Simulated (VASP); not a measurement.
# Ta (Im-3m) in VASP: notebook, part 2 of 3

VASP 6.6.1.

**3. Single point, LDA (13.50 Å³/atom)**

This run uses another cell than the first one, of 13.50 Å³/atom.

The input, INCAR:

```
SYSTEM = Ta
PREC     = Accurate       ! precision mode
ENCUT    = 520            ! plane-wave cutoff, eV
EDIFF    = 1E-6           ! SCF threshold, eV
ISMEAR   = 0              ! smearing method
SIGMA    = 0.05           ! smearing width, eV
LREAL    = .FALSE.        ! projectors in reciprocal space
LASPH    = .TRUE.         ! aspherical terms in the spheres
NELM     = 80             ! most SCF steps
ALGO     = Normal         ! electronic algorithm
ISIF     = 2              ! what is computed and relaxed
LWAVE    = .FALSE.        ! write WAVECAR
LCHARG   = .FALSE.        ! write CHGCAR
GGA      = CA             ! functional
NBANDS   = 12             ! bands
```

The input, KPOINTS:

```
Automatic mesh
0
G
  22 22 22
  0 0 0
```

The input, POSCAR:

```
Ta
1.0
   -1.5000330494      1.5000330494      1.5000330494
    1.5000330494     -1.5000330494      1.5000330494
    1.5000330494      1.5000330494     -1.5000330494
Ta
1
Direct
    0.0000000000      0.0000000000      0.0000000000
```

Potentials or basis: VASP PAW LDA potentials, release 64 (Ta_pv).

Started as:

```bash
$ cat potpaw_LDA.64/Ta_pv/POTCAR > POTCAR
$ mpirun -np 1 vasp_std > vasp.out
```

OUTCAR:

```text
SYSTEM = Ta
   PREC = Accurate
   ENCUT = 520
   EDIFF = 1E-6
   ISMEAR = 0
   LREAL = .FALSE.
   LASPH = .TRUE.
   NELM = 80
   ISIF = 2
   GGA = CA

 ion  position               nearest neighbor table
   1  0.000  0.000  0.000-

  LATTYP: Found a body centered cubic cell.
 ALAT       =     3.0000660988

  Lattice vectors:

 A1 = (  -1.5000330494,   1.5000330494,   1.5000330494)
 A2 = (   1.5000330494,  -1.5000330494,   1.5000330494)
 A3 = (   1.5000330494,   1.5000330494,  -1.5000330494)

Analysis of symmetry for initial positions (statically):
=====================================================================
 Subroutine PRICEL returns:
 Original cell was already a primitive cell.

 Routine SETGRP: Setting up the symmetry group for a
 body centered cubic supercell.

 Subroutine GETGRP returns: Found 48 space group operations
 (whereof 48 operations were pure point group operations)
 out of a pool of 48 trial point group operations.

The static configuration has the point symmetry O_h .

Analysis of symmetry for dynamics (positions and initial velocities):
=====================================================================
 Subroutine PRICEL returns:
 Original cell was already a primitive cell.

 Routine SETGRP: Setting up the symmetry group for a
 body centered cubic supercell.

 Subroutine GETGRP returns: Found 48 space group operations
 (whereof 48 operations were pure point group operations)
 out of a pool of 48 trial point group operations.

The dynamic configuration has the point symmetry O_h .

 Subroutine INISYM returns: Found 48 space group operations
 (whereof 48 operations are pure point group operations),
 and found     1 'primitive' translations

----------------------------------------------------------------------------------------

                                     Primitive cell

  volume of cell :      13.5009

  direct lattice vectors                    reciprocal lattice vectors
    -1.500033049  1.500033049  1.500033049     0.000000000  0.333325989  0.333325989
     1.500033049 -1.500033049  1.500033049     0.333325989  0.000000000  0.333325989
     1.500033049  1.500033049 -1.500033049     0.333325989  0.333325989  0.000000000

  length of vectors
     2.598133455  2.598133455  2.598133455     0.471394135  0.471394135  0.471394135

  position of ions in fractional coordinates (direct lattice)
     0.000000000  0.000000000  0.000000000

  ion indices of the primitive-cell ions
   primitive index   ion index
                 1           1

----------------------------------------------------------------------------------------

 KPOINTS: Automatic mesh

Automatic generation of k-mesh.
 Grid dimensions read from file:
 generate k-points for:   22   22   22

 Generating k-lattice:

  Cartesian coordinates                     Fractional coordinates (reciprocal lattice)
     0.000000000  0.015151181  0.015151181     0.045454545  0.000000000  0.000000000
     0.015151181  0.000000000  0.015151181     0.000000000  0.045454545  0.000000000
     0.015151181  0.015151181  0.000000000     0.000000000  0.000000000  0.045454545

  Length of vectors
     0.021427006  0.021427006  0.021427006

  Shift w.r.t. Gamma in fractional coordinates (k-lattice)
     0.000000000  0.000000000  0.000000000

 Subroutine IBZKPT returns following result:
 ===========================================

 Found    328 irreducible k-points:

 Following reciprocal coordinates:
            Coordinates               Weight
  0.000000  0.000000  0.000000      1.000000
  0.045455  0.000000  0.000000     12.000000
  0.090909  0.000000  0.000000     12.000000
  0.136364  0.000000  0.000000     12.000000
  0.181818  0.000000  0.000000     12.000000
  0.227273  0.000000  0.000000     12.000000
[... 16 lines left out ...]
  0.090909  0.090909  0.000000     24.000000
  0.136364  0.090909  0.000000     48.000000
 [... further k-points ...]
   k-points           NKPTS =    328   k-points in BZ     NKDIM =    328   number of bands    NBANDS=     12
   number of dos      NEDOS =    301   number of ions     NIONS =      1
   total plane-waves  NPLWV =   8000
   dimension x,y,z NGX =    20 NGY =   20 NGZ =   20
   dimension x,y,z NGXF=    40 NGYF=   40 NGZF=   40
   ions per type =               1
   NGX,Y,Z   is equivalent  to a cutoff of  12.80, 12.80, 12.80 a.u.
   NGXF,Y,Z  is equivalent  to a cutoff of  25.59, 25.59, 25.59 a.u.
 SYSTEM =  Ta
   PREC   = accura    normal or accurate (medium, high low for compatibility)
   ISTART =      0    job   : 0-new  1-cont  2-samecut
   ICHARG =      2    charge: 1-file 2-atom 10-const
   ISPIN  =      1    spin polarized calculation?
   LNONCOLLINEAR =      F non collinear calculations
   LSORBIT =      F    spin-orbit coupling
   LASPH  =      T    aspherical Exc in radial PAW
   ENCUT  =  520.0 eV  38.22 Ry    6.18 a.u.   4.83  4.83  4.83*2*pi/ulx,y,z
   NELM   =     80;   NELMIN=  2; NELMDL= -5     # of ELM steps
   EDIFF  = 0.1E-05   stopping-criterion for ELM
   LREAL  =      F    real-space projection
   EDIFFG = 0.1E-04   stopping-criterion for IOM
   NSW    =      0    number of steps for IOM
   IBRION =     -1    ionic relax: 0-MD 1-quasi-New 2-CG
   NFREE  =      0    steps in history (QN), initial steepest desc. (CG)
   ISIF   =      2    stress and relaxation
   ISYM   =      2    0-nonsym 1-usesym 2-fastsym
   POTIM  = 0.5000    time-step for ionic-motion
   TEBEG  =    0.0;   TEEND  =   0.0 temperature during run
   PSTRESS=    0.0 pullay stress
   NELECT =      11.0000    total number of electrons
   NUPDOWN=      -1.0000    fix difference up-down
   EMIN   =  10.00;   EMAX   =-10.00  energy-range for DOS
   EFERMI =   0.00;   METHOD = LEGACY
   ISMEAR =     0;   SIGMA  =   0.05  broadening in eV -4-tet -1-fermi 0-gaus
   EFERMI_NEDOS =   21; number of points for ismear=-14 and -15
   IALGO  =     38    algorithm
   IMIX   =      4    mixing-type and parameters
     AMIX     =   0.40;   BMIX     =  1.00
     AMIX_MAG =   1.60;   BMIX_MAG =  1.00
  volume/ion in A,a.u.               =      13.50        91.11
  Fermi-wavevector in a.u.,A,eV,Ry     =   1.529038  2.889463 31.809832  2.337957
  Thomas-Fermi vector in A             =   2.636714
   LORBIT       =      0    0 simple, 1 ext, 2 COOP (PROOUT), +10 PAW based schemes
   GGA     = CA    functional components
   LHFCALC =     F    Hartree Fock is set to
   AEXX    =    0.0000 exact exchange contribution
   IVDW    =     0    specifies the selected vdW correction
   LEPSILON=     F    determine dielectric tensor
   LRPA    =     F    only Hartree local field effects (RPA)
 non-spin polarized calculation
 Gauss-broadening in eV      SIGMA  =   0.05
  energy-cutoff  :      520.00
  volume of cell :       13.50
 maximum number of plane-waves:       373
   NGX =  9   NGY =  9   NGZ =  9

 number of electron      11.0000003 magnetization

 Free energy of the ion-electron system (eV)
  ---------------------------------------------------
  ext. energy  EPLUGINS =         0.00000000
  ---------------------------------------------------
  free energy    TOTEN  =       -11.99634118 eV

  energy without entropy =      -11.99499566  energy(sigma->0) =      -11.99566842

 E-fermi :   8.1063     XC(G=0): -14.3278

 val. band max:        8.1021046627   @ k =  -0.1364   0.1818   0.0455
 cond. band min:       8.1090743905   @ k =   0.2727   0.0909   0.0455
 fundamental gap:      0.0069697278
 Fermi energy:         8.1063396817

 k-point     1 :       0.0000    0.0000    0.0000
  band No.  band energies     occupation
      1     -23.6695      2.00000
      2     -23.6695      2.00000
      3     -23.6695      2.00000
      4      -0.6902      2.00000
      5       8.6004      0.00000
      6       8.6004      0.00000
      7       8.6004      0.00000
      8      12.9901      0.00000
      9      12.9901      0.00000
     10      22.6541      0.00000
     11      24.4992      0.00000
     12      24.4992      0.00000
[... 331 lines left out ...]
 k-point    24 :       0.1364    0.0909    0.0000
  band No.  band energies     occupation
      1     -24.7458      2.00000
      2     -23.9411      2.00000
      3     -23.7575      2.00000
      4       1.5167      2.00000
      5       7.4179      2.00000
      6       7.6457      2.00000
      7      11.2080      0.00000
      8      11.6100      0.00000
      9      13.4196      0.00000
     10      22.6526      0.00000
     11      26.2452      0.00000
     12      28.0217      0.00000

 [... further k-points ...]

------------------------ aborting loop because EDIFF is reached ----------------------------------------

  FORCE on cell =-STRESS in cart. coord.  units (eV):
  Direction    XX          YY          ZZ          XY          YZ          ZX
  --------------------------------------------------------------------------------------
  -------------------------------------------------------------------------------------
  Total        7.2464794      7.2464794      7.2464794      0.0000000     -0.0000000      0.0000000
  in kB      859.9538938    859.9538938    859.9538938      0.0000000     -0.0000000      0.0000000
  external PRESSURE =     859.9538938 kB  Pullay stress =       0.0000000 kB

 VOLUME and BASIS-vectors are now :
 -----------------------------------------------------------------------------
  energy-cutoff  :      520.00
  volume of cell :       13.50
      direct lattice vectors                 reciprocal lattice vectors
    -1.500033049  1.500033049  1.500033049     0.000000000  0.333325989  0.333325989
     1.500033049 -1.500033049  1.500033049     0.333325989  0.000000000  0.333325989
     1.500033049  1.500033049 -1.500033049     0.333325989  0.333325989  0.000000000

 POSITION                                       TOTAL-FORCE (eV/Angst)
 -----------------------------------------------------------------------------------
      0.00000      0.00000      0.00000        -0.000000     -0.000000      0.000000
 -----------------------------------------------------------------------------------
    total drift:                                0.000000     -0.000000      0.000000

  FREE ENERGIE OF THE ION-ELECTRON SYSTEM (eV)
  ---------------------------------------------------
  free  energy   TOTEN  =       -11.9963411829 eV

  energy  without entropy=      -11.9949956617  energy(sigma->0) =      -11.99566842
```

Run time: 22 s. Hardware: 1 thread of Intel Xeon Platinum 8559C (Emerald Rapids), shared host; peak memory 0.16 GiB.

What came out:

```yaml
Free_energy: -11.9963 eV
Pressure: 86.0 GPa
Band_gap_on_the_k_mesh: zero (an odd number of electrons rules out a gap without spin polarisation)
```

Caveat: the cell stands under pressure; spin-orbit coupling is left out, which moves the levels of the heavy elements.

(Continued in part 3 of 3.)
